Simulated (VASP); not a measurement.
Crystal: LuSi2Ge3.

```xyz
6
Lattice="3.2515 1.8772 3.5885 -3.2515 1.8772 3.5885 0.0000 -3.7545 3.5885" Properties=species:S:1:pos:R:3 pbc="T T T"
Lu    0.0000    0.0000    5.3827
Si    0.0000    0.0000    9.2576
Si    0.0000    0.0000    1.5078
Ge   -2.0519    1.8772    3.5885
Ge   -0.5998   -2.7156    3.5885
Ge    2.6517    0.8384    3.5885
```

The cell was built from a structure type or drawn by symmetry, and may not be a known phase.

```yaml
Program: VASP 6.6.1
Task: relaxation of cell and atoms
Functional: PBE
Potentials_or_basis: VASP PAW PBE potentials, release 64 (Lu, Si, Ge_d)
Cutoff: 600 eV
k_mesh: 3 × 3 × 3
Occupations: gaussian, width 0.1 eV
Spin: no spin polarisation
```

At the start: pressure 57.2 GPa; volume 21.90 Å³/atom.

Where does the relaxation end?

Over 34 steps the energy falls by 2920.2 meV/atom and the volume is 21.07 Å³/atom (-3.8 %); space group R32 (No. 155, to 0.1 Å) before and after.

Step by step:
| step | energy change (eV) | largest force (eV/Å) | pressure (GPa) | volume (Å³) |
| --- | --- | --- | --- | --- |
| 1 | 0.0000 | 23.7897 | 57.22 | 131.42 |
| 2 | -7.4103 | 1.7266 | -7.08 | 341.71 |
| 3 | -7.6427 | 1.7289 | -7.34 | 328.31 |
| 4 | -7.8618 | 1.7251 | -7.62 | 316.15 |
| 5 | -11.8535 | 0.3858 | -11.55 | 210.68 |
| 6 | -15.2105 | 0.6298 | -10.33 | 168.00 |
| 7 | -16.1315 | 1.2071 | -4.50 | 148.98 |
| 8 | -16.1321 | 1.1476 | -4.74 | 149.38 |
| 9 | -16.6377 | 1.0740 | -2.60 | 137.33 |
| 10 | -16.9745 | 1.3506 | 2.77 | 121.51 |
| 11 | -17.2537 | 0.4290 | 1.00 | 120.64 |
| 12 | -17.2814 | 0.1709 | 0.96 | 120.14 |
| 13 | -17.3261 | 0.1016 | -0.13 | 122.52 |
| 14 | -17.3575 | 0.0284 | -1.77 | 126.60 |
| 15 | -17.3804 | 0.0531 | -1.27 | 126.13 |
| 16 | -17.3979 | 0.1358 | -0.43 | 125.42 |
| 17 | -17.3895 | 0.3715 | 1.75 | 123.84 |
| 18 | -17.4031 | 0.2043 | 0.13 | 125.01 |
| 19 | -17.4042 | 0.2780 | 0.74 | 124.55 |
| 20 | -17.4045 | 0.2531 | 0.51 | 124.71 |
| 21 | -17.4142 | 0.2887 | 0.45 | 125.27 |
| 22 | -17.4238 | 0.3234 | 0.25 | 126.88 |
| 23 | -17.4259 | 0.3232 | 0.31 | 126.27 |
| 24 | -17.4433 | 0.2939 | -0.27 | 127.37 |
| 25 | -17.4620 | 0.2433 | -1.40 | 129.81 |
| 26 | -17.4741 | 0.2398 | -1.24 | 129.43 |
| 27 | -17.4995 | 0.2444 | -0.61 | 128.30 |
| 28 | -17.4949 | 0.2849 | 0.82 | 126.05 |
| 29 | -17.5071 | 0.2601 | -0.02 | 127.32 |
| 30 | -17.5150 | 0.1817 | -0.06 | 127.16 |
| 31 | -17.5204 | 0.0576 | -0.09 | 126.86 |
| 32 | -17.5204 | 0.0525 | -0.09 | 126.85 |
| 33 | -17.5209 | 0.0402 | 0.03 | 126.66 |
| 34 | -17.5210 | 0.0258 | 0.18 | 126.44 |

Final structure:
```
CELL_PARAMETERS angstrom
3.46557 2.00085 3.03900
-3.46557 2.00085 3.03900
0.00000 -4.00170 3.03900
ATOMIC_POSITIONS crystal
Lu 0.50000 0.50000 0.50000
Si 0.81146 0.81146 0.81146
Si 0.18854 0.18854 0.18854
Ge 0.29140 0.70860 0.00000
Ge 0.00000 0.29140 0.70860
Ge 0.70860 0.00000 0.29140
```

Caveat: the k points lie up to 0.42 Å⁻¹ apart in the final cell, too coarse for converged energies and pressures of a metal.
